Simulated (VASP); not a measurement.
Input of a VASP 6.6.1 run:

INCAR

```
PREC = Accurate
ENCUT = 520
EDIFF = 1E-6
ISMEAR = 0
SIGMA = 0.15
LREAL = False
LASPH = True
NELM = 60
ALGO = Fast
ISIF = 2
LWAVE = False
LCHARG = True
LELF = True
LVHAR = True
NBANDS = 12
```

File KPOINTS:

```
Automatic mesh
0
Gamma
  22 22 22
```

POSCAR

```
Ti
1.0
    0.0000000000      2.2129493889      1.5041416996
    2.2129493889      0.0000000000      1.5041416996
    2.2129493889      2.2129493889      0.0000000000
Ti
1
Direct
    0.0000000000      0.0000000000      0.0000000000
```

Potentials or basis: VASP PAW LDA potentials, release 64 (Ti_sv).

The run is started by

```sh
$ cat potpaw_LDA.64/Ti_sv/POTCAR > POTCAR
$ mpirun -np 1 vasp_std > vasp.out
```

(1) What does it give for the pressure?

(2) Predict the band gap on the k mesh.

Answers

(1) 9.7 GPa.

(2) zero (band 6 reaches 10.76 eV, above the bottom of band 7 at 8.93 eV).
